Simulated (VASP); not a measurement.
# Na (Im-3m) in VASP: further runs

The runs below take Na through single point, relaxation of volume and atoms at fixed shape, with PBE.

Program: VASP 6.6.1. These are calculated values, not measurements. Logs are shortened: lines on timing, memory, paths and dates and some standing lists are left out, and cuts for length are marked.

## 1. The cell of the first run

It takes space group Im-3m (No. 229, cubic). Conventional cell: a = 4.193 Å, b = 4.193 Å, c = 4.193 Å, α = 90.00°, β = 90.00°, γ = 90.00°. Na (site symmetry m-3m) has 14 Na at 3.63 to 4.19 Å within 4.8 Å.

## 2. Single point, PBE

Contents of INCAR:

```
PREC = Accurate
ENCUT = 500
EDIFF = 1E-6
ISMEAR = -1
SIGMA = 0.1
LREAL = False
LASPH = True
NELM = 120
ALGO = Normal
ISIF = 2
LWAVE = False
LCHARG = True
GGA = PE
LELF = True
LVHAR = True
NBANDS = 10
GGA_COMPAT = False
```

Contents of KPOINTS:

```
regular mesh
0
Gamma
  7 7 7
```

Contents of POSCAR:

```
Na
1.0
   -2.0963446964      2.0963446964      2.0963446964
    2.0963446964     -2.0963446964      2.0963446964
    2.0963446964      2.0963446964     -2.0963446964
Na
1
Direct
    0.0000000000      0.0000000000      0.0000000000
```

Potentials or basis: VASP PAW PBE potentials, release 64 (Na_pv).

Launch:

```console
$ cat potpaw_PBE.64/Na_pv/POTCAR > POTCAR
$ mpirun -np 1 vasp_std > vasp.out
```

OUTCAR:

```text
PREC = Accurate
   ENCUT = 500
   EDIFF = 1E-6
   ISMEAR = -1
   LREAL = False
   LASPH = True
   NELM = 120
   ISIF = 2
   GGA = PE

 ion  position               nearest neighbor table
   1  0.000  0.000  0.000-

  LATTYP: Found a body centered cubic cell.
 ALAT       =     4.1926893928

  Lattice vectors:

 A1 = (  -2.0963446964,   2.0963446964,   2.0963446964)
 A2 = (   2.0963446964,  -2.0963446964,   2.0963446964)
 A3 = (   2.0963446964,   2.0963446964,  -2.0963446964)

Analysis of symmetry for initial positions (statically):
=====================================================================
 Subroutine PRICEL returns:
 Original cell was already a primitive cell.

 Routine SETGRP: Setting up the symmetry group for a
 body centered cubic supercell.

 Subroutine GETGRP returns: Found 48 space group operations
 (whereof 48 operations were pure point group operations)
 out of a pool of 48 trial point group operations.

The static configuration has the point symmetry O_h .

Analysis of symmetry for dynamics (positions and initial velocities):
=====================================================================
 Subroutine PRICEL returns:
 Original cell was already a primitive cell.

 Routine SETGRP: Setting up the symmetry group for a
 body centered cubic supercell.

 Subroutine GETGRP returns: Found 48 space group operations
 (whereof 48 operations were pure point group operations)
 out of a pool of 48 trial point group operations.

The dynamic configuration has the point symmetry O_h .

 Subroutine INISYM returns: Found 48 space group operations
 (whereof 48 operations are pure point group operations),
 and found     1 'primitive' translations

----------------------------------------------------------------------------------------

                                     Primitive cell

  volume of cell :      36.8509

  direct lattice vectors                    reciprocal lattice vectors
    -2.096344696  2.096344696  2.096344696     0.000000000  0.238510394  0.238510394
     2.096344696 -2.096344696  2.096344696     0.238510394  0.000000000  0.238510394
     2.096344696  2.096344696 -2.096344696     0.238510394  0.238510394  0.000000000

  length of vectors
     3.630975524  3.630975524  3.630975524     0.337304634  0.337304634  0.337304634

  position of ions in fractional coordinates (direct lattice)
     0.000000000  0.000000000  0.000000000

  ion indices of the primitive-cell ions
   primitive index   ion index
                 1           1

----------------------------------------------------------------------------------------

 KPOINTS: regular mesh

Automatic generation of k-mesh.
 Grid dimensions read from file:
 generate k-points for:    7    7    7

 Generating k-lattice:

  Cartesian coordinates                     Fractional coordinates (reciprocal lattice)
     0.000000000  0.034072913  0.034072913     0.142857143  0.000000000  0.000000000
     0.034072913  0.000000000  0.034072913     0.000000000  0.142857143  0.000000000
     0.034072913  0.034072913  0.000000000     0.000000000  0.000000000  0.142857143

  Length of vectors
     0.048186376  0.048186376  0.048186376

  Shift w.r.t. Gamma in fractional coordinates (k-lattice)
     0.000000000  0.000000000  0.000000000

 Subroutine IBZKPT returns following result:
 ===========================================

 Found     20 irreducible k-points:

 Following reciprocal coordinates:
            Coordinates               Weight
  0.000000  0.000000  0.000000      1.000000
  0.142857  0.000000  0.000000     12.000000
  0.285714  0.000000  0.000000     12.000000
  0.428571  0.000000  0.000000     12.000000
  0.142857  0.142857  0.000000     24.000000
  0.285714  0.142857  0.000000     48.000000
[... 12 lines left out ...]
 -0.428571 -0.428571  0.285714      8.000000
 -0.428571  0.428571  0.428571      6.000000
   k-points           NKPTS =     20   k-points in BZ     NKDIM =     20   number of bands    NBANDS=     10
   number of dos      NEDOS =    301   number of ions     NIONS =      1
   total plane-waves  NPLWV =  21952
   dimension x,y,z NGX =    28 NGY =   28 NGZ =   28
   dimension x,y,z NGXF=    56 NGYF=   56 NGZF=   56
   ions per type =               1
   NGX,Y,Z   is equivalent  to a cutoff of  12.82, 12.82, 12.82 a.u.
   NGXF,Y,Z  is equivalent  to a cutoff of  25.64, 25.64, 25.64 a.u.
 SYSTEM =  unknown system
   PREC   = accura    normal or accurate (medium, high low for compatibility)
   ISTART =      0    job   : 0-new  1-cont  2-samecut
   ICHARG =      2    charge: 1-file 2-atom 10-const
   ISPIN  =      1    spin polarized calculation?
   LNONCOLLINEAR =      F non collinear calculations
   LSORBIT =      F    spin-orbit coupling
   LASPH  =      T    aspherical Exc in radial PAW
   ENCUT  =  500.0 eV  36.75 Ry    6.06 a.u.   6.62  6.62  6.62*2*pi/ulx,y,z
   NELM   =    120;   NELMIN=  2; NELMDL= -5     # of ELM steps
   EDIFF  = 0.1E-05   stopping-criterion for ELM
   LREAL  =      F    real-space projection
   EDIFFG = 0.1E-04   stopping-criterion for IOM
   NSW    =      0    number of steps for IOM
   IBRION =     -1    ionic relax: 0-MD 1-quasi-New 2-CG
   NFREE  =      0    steps in history (QN), initial steepest desc. (CG)
   ISIF   =      2    stress and relaxation
   ISYM   =      2    0-nonsym 1-usesym 2-fastsym
   POTIM  = 0.5000    time-step for ionic-motion
   TEBEG  =    0.0;   TEEND  =   0.0 temperature during run
   PSTRESS=    0.0 pullay stress
   NELECT =       7.0000    total number of electrons
   NUPDOWN=      -1.0000    fix difference up-down
   EMIN   =  10.00;   EMAX   =-10.00  energy-range for DOS
   EFERMI =   0.00;   METHOD = LEGACY
   ISMEAR =    -1;   SIGMA  =   0.10  broadening in eV -4-tet -1-fermi 0-gaus
   EFERMI_NEDOS =   21; number of points for ismear=-14 and -15
   IALGO  =     38    algorithm
   IMIX   =      4    mixing-type and parameters
     AMIX     =   0.40;   BMIX     =  1.00
     AMIX_MAG =   1.60;   BMIX_MAG =  1.00
  volume/ion in A,a.u.               =      36.85       248.68
  Fermi-wavevector in a.u.,A,eV,Ry     =   0.941076  1.778376 12.049653  0.885625
  Thomas-Fermi vector in A             =   2.068551
   LORBIT       =      0    0 simple, 1 ext, 2 COOP (PROOUT), +10 PAW based schemes
   GGA     = PE    functional components
   LHFCALC =     F    Hartree Fock is set to
   AEXX    =    0.0000 exact exchange contribution
   IVDW    =     0    specifies the selected vdW correction
   LEPSILON=     F    determine dielectric tensor
   LRPA    =     F    only Hartree local field effects (RPA)
 non-spin polarized calculation
  energy-cutoff  :      500.00
  volume of cell :       36.85
 maximum number of plane-waves:       959
   NGX = 13   NGY = 13   NGZ = 13

 number of electron       7.0000003 magnetization

 Free energy of the ion-electron system (eV)
  ---------------------------------------------------
  ext. energy  EPLUGINS =         0.00000000
  ---------------------------------------------------
  free energy    TOTEN  =        -1.32133873 eV

  energy without entropy =       -1.30469970  energy(sigma->0) =       -1.31301921

 E-fermi :   0.3331     XC(G=0):  -6.5180

 val. band max:        0.2105299629   @ k =  -0.2857   0.4286   0.1429
 cond. band min:       0.5452733514   @ k =  -0.4286   0.4286   0.1429
 fundamental gap:      0.3347433885
 Fermi energy:         0.3330589192

 k-point     1 :       0.0000    0.0000    0.0000
  band No.  band energies     occupation
      1     -24.5509      2.00000
      2     -24.5509      2.00000
      3     -24.5509      2.00000
      4      -2.9447      2.00000
      5      12.1170      0.00000
      6      12.1171      0.00000
      7      12.1171      0.00000
      8      13.1210      0.00000
      9      13.1210      0.00000
     10      13.6802      0.00000

 k-point     2 :       0.1429    0.0000    0.0000
  band No.  band energies     occupation
      1     -24.5578      2.00000
      2     -24.5532      2.00000
      3     -24.5509      2.00000
      4      -2.5843      2.00000
      5       9.0458      0.00000
      6      10.6833      0.00000
      7      11.1562      0.00000
      8      11.5604      0.00000
      9      12.3035      0.00000
     10      14.1045      0.00000

 k-point     3 :       0.2857    0.0000    0.0000
  band No.  band energies     occupation
      1     -24.5732      2.00000
      2     -24.5584      2.00000
      3     -24.5509      2.00000
      4      -1.5182      2.00000
      5       5.5582      0.00000
      6       9.3452      0.00000
      7      10.1355      0.00000
      8      10.3313      0.00000
      9      11.4312      0.00000
     10      15.0021      0.00000

 k-point     4 :       0.4286    0.0000    0.0000
  band No.  band energies     occupation
      1     -24.5855      2.00000
      2     -24.5626      2.00000
      3     -24.5508      2.00000
      4       0.2071      1.55774
      5       2.6198      0.00000
      6       8.6626      0.00000
      7       9.6093      0.00000
      8       9.7177      0.00000
      9      10.8237      0.00000
     10      16.1980      0.00000
[... 170 lines left out ...]
 k-point    18 :      -0.4286    0.4286    0.2857
  band No.  band energies     occupation
      1     -24.5798      2.00000
      2     -24.5711      2.00000
      3     -24.5672      2.00000
      4       1.5468      0.00001
      5       3.8964      0.00000
      6       6.0178      0.00000
      7       6.6179      0.00000
      8       8.8347      0.00000
      9      11.4109      0.00000
     10      14.8179      0.00000

 k-point    19 :      -0.4286   -0.4286    0.2857
  band No.  band energies     occupation
      1     -24.5776      2.00000
      2     -24.5776      2.00000
      3     -24.5685      2.00000
      4       3.2722      0.00000
      5       3.2722      0.00000
      6       4.2896      0.00000
      7       7.8629      0.00000
      8       7.8629      0.00000
      9       9.9016      0.00000
     10      15.0860      0.00000

 k-point    20 :      -0.4286    0.4286    0.4286
  band No.  band energies     occupation
      1     -24.5770      2.00000
      2     -24.5759      2.00000
      3     -24.5759      2.00000
      4       3.1614      0.00000
      5       5.0490      0.00000
      6       5.4141      0.00000
      7       5.4142      0.00000
      8       6.5677      0.00000
      9       8.9626      0.00000
     10      18.2505      0.00000

------------------------ aborting loop because EDIFF is reached ----------------------------------------

  FORCE on cell =-STRESS in cart. coord.  units (eV):
  Direction    XX          YY          ZZ          XY          YZ          ZX
  --------------------------------------------------------------------------------------
  -------------------------------------------------------------------------------------
  Total       -0.0010453     -0.0010453     -0.0010453      0.0000000      0.0000000     -0.0000000
  in kB       -0.0454479     -0.0454479     -0.0454479      0.0000000      0.0000000     -0.0000000
  external PRESSURE =      -0.0454479 kB  Pullay stress =       0.0000000 kB

 VOLUME and BASIS-vectors are now :
 -----------------------------------------------------------------------------
  energy-cutoff  :      500.00
  volume of cell :       36.85
      direct lattice vectors                 reciprocal lattice vectors
    -2.096344696  2.096344696  2.096344696     0.000000000  0.238510394  0.238510394
     2.096344696 -2.096344696  2.096344696     0.238510394  0.000000000  0.238510394
     2.096344696  2.096344696 -2.096344696     0.238510394  0.238510394  0.000000000

 POSITION                                       TOTAL-FORCE (eV/Angst)
 -----------------------------------------------------------------------------------
      0.00000      0.00000      0.00000         0.000000      0.000000      0.000000
 -----------------------------------------------------------------------------------
    total drift:                               -0.000000     -0.000000     -0.000000

  FREE ENERGIE OF THE ION-ELECTRON SYSTEM (eV)
  ---------------------------------------------------
  free  energy   TOTEN  =        -1.3213387285 eV

  energy  without entropy=       -1.3046996983  energy(sigma->0) =       -1.31301921
```

It took 3.6 s on 1 thread of Intel Xeon Platinum 8559C (Emerald Rapids), shared host; peak memory 0.14 GiB.

Results:

```yaml
Free_energy: -1.3213 eV
Pressure: 0.0 GPa
```

Levels at points of the mesh, in eV from the Fermi level:
```csv
k point,band 1,band 2,band 3,band 4,band 5,band 6,band 7,band 8,band 9
"(0.00, 0.00, 0.00)",-24.88,-24.88,-24.88,-3.28,11.78,11.78,11.78,12.79,12.79
```

## 3. Relaxation of volume and atoms at fixed shape, PBE

This run uses another cell than the first one, of 39.26 Å³/atom, 1.065 times its volume.

Contents of INCAR:

```
  ALGO = Normal
  EDIFF = 1E-7
  EDIFFG = -0.02
  ENCUT = 500
  GGA = PE
  GGA_COMPAT = False
  IBRION = 2
  ISIF = 8
  ISMEAR = -1
  LASPH = True
  LCHARG = False
  LREAL = False
  LWAVE = False
  NELM = 120
  NELMIN = 4
  NSW = 50
  PREC = Accurate
  SIGMA = 0.1
```

Contents of KPOINTS:

```
k-points
0
Gamma
  7 7 7
```

Contents of POSCAR:

```
Na
1.0
   -2.1410000000      2.1410000000      2.1410000000
    2.1410000000     -2.1410000000      2.1410000000
    2.1410000000      2.1410000000     -2.1410000000
Na
1
Direct
    0.0000000000      0.0000000000      0.0000000000
```

Potentials or basis: VASP PAW PBE potentials, release 64 (Na_pv).

Launch:

```console
$ cat potpaw_PBE.64/Na_pv/POTCAR > POTCAR
$ mpirun -np 1 vasp_std > vasp.out
```

It took 6.3 s on 1 thread of Intel Xeon Platinum 8559C (Emerald Rapids), shared host; peak memory 0.14 GiB.

Results (log left out):

```
Free energy                            : -1.3216 eV
Relaxed volume                         : 36.90 Å³/atom
Relaxed cell                           : a = 3.633 Å, b = 3.633 Å, c = 3.633 Å, α = 109.47°, β = 109.47°, γ = 109.47°
Space group after relaxing (to 0.05 Å) : Im-3m (No. 229)
Energy gained by relaxing              : 3.1 meV/atom
Ionic steps                            : 3
Pressure after relaxing                : 0.0 GPa
```

The path:
```csv
step,energy change (eV),largest force (eV/Å),pressure (GPa),volume (Å³)
1,0.0000,0.0000,-0.43,39.26
2,-0.0014,0.0000,-0.33,38.66
3,-0.0031,0.0000,0.01,36.90
```

Final structure:
```
CELL_PARAMETERS angstrom
-2.09727 2.09727 2.09727
2.09727 -2.09727 2.09727
2.09727 2.09727 -2.09727
ATOMIC_POSITIONS crystal
Na 0.00000 0.00000 0.00000
```

Levels at points of the mesh, in eV from the Fermi level:
```
           k point  band 1  band 2  band 3  band 4  band 5  band 6  band 7
(0.00, 0.00, 0.00)  -24.89  -24.89  -24.89   -3.27   11.78   11.78   11.78
```
